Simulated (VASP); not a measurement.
Wanted: the native input for a VASP 6.6.1 run.

* Task: single point
* Functional: PBE
* Potentials or basis: VASP PAW PBE potentials, release 64 (Pt)
* Cutoff: 520 eV
* k mesh: 16 × 16 × 15
* Occupations: fermi-dirac, width 0.08 eV
* Spin: no spin polarisation
* Dipole correction: no
* Further INCAR settings: ALGO = Normal; EDIFF = 1e-06; NBANDS = 11

The structure of Pt lies in POSCAR:

```
Pt
1.0
    2.2934780562      0.0000000000      0.0000000000
   -1.1467390281      1.9862102597      0.0000000000
    0.0000000000      0.0000000000      2.2176488620
Pt
1
Direct
    0.0000000000      0.0000000000      0.0000000000
```

This cell differs from its parent crystal: volume scaled by 0.6.

The input as run:

INCAR

```
PREC = Accurate ; ENCUT = 520
EDIFF = 1E-6 ; ISMEAR = -1
SIGMA = 0.08 ; LREAL = F
LASPH = T ; NELM = 80
ALGO = Normal ; ISIF = 2
LWAVE = F ; LCHARG = F
GGA = PE ; NBANDS = 11
```

KPOINTS

```
regular mesh
0
Gamma
  16 16 15
```

Potentials or basis: VASP PAW PBE potentials, release 64 (Pt).

Launch:

```console
$ cat potpaw_PBE.64/Pt/POTCAR > POTCAR
$ mpirun -np 1 vasp_std > vasp.out
```

Results of the run:

| Quantity | Value |
| --- | --- |
| Pressure | 413.6 GPa |
| Band gap on the k mesh | zero (band 5 reaches 24.21 eV, above the bottom of band 6 at 17.21 eV) |

Caveat: spin-orbit coupling is left out, which moves the levels of the heavy elements.

It took 30 s on 1 thread of Intel Xeon 8259CL (shared host), peak memory 0.14 GiB.
